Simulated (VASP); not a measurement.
Input of a VASP 6.6.1 run:

INCAR

```
SYSTEM = ZnS
ALGO     = Normal         ! electronic algorithm
EDIFF    = 1E-7           ! SCF threshold, eV
ENCUT    = 520            ! plane-wave cutoff, eV
GGA      = PE             ! functional
ISIF     = 2              ! what is computed and relaxed
ISMEAR   = -1             ! smearing method
LASPH    = .TRUE.         ! aspherical terms in the spheres
LCHARG   = .FALSE.        ! write CHGCAR
LREAL    = .FALSE.        ! projectors in reciprocal space
LWAVE    = .FALSE.        ! write WAVECAR
NBANDS   = 26             ! bands
NELM     = 60             ! most SCF steps
PREC     = Accurate       ! precision mode
SIGMA    = 0.02           ! smearing width, eV
```

KPOINTS

```
k-points
0
G
  12 12 4
  0 0 0
```

POSCAR

```
ZnS
1.0
    3.8815598738      0.0000000000      0.0000000000
   -1.9407799369      3.3615294570      0.0000000000
    0.0000000000      0.0000000000      6.3688729733
Zn S
2 2
Direct
    0.3333333333      0.6666666667      0.0001681612
    0.6666666667      0.3333333333      0.5001681612
    0.3333333333      0.6666666667      0.3748318388
    0.6666666667      0.3333333333      0.8748318388
```

Potentials or basis: VASP PAW PBE potentials, release 64 (Zn, S).

Command:

```sh
$ cat potpaw_PBE.64/Zn/POTCAR potpaw_PBE.64/S/POTCAR > POTCAR
$ mpirun -np 1 vasp_std > vasp.out
```

What does it give for the pressure?

-1.7 GPa.

Estimate the band gap on the k mesh.

1.95 eV.

Stress tensor (GPa, compression positive):
```
-1.71  0.00  0.00
 0.00 -1.71  0.00
 0.00  0.00 -1.82
```

Caveat: the cell differs from its parent crystal (strain +2.0%). A k mesh can miss the band edges.
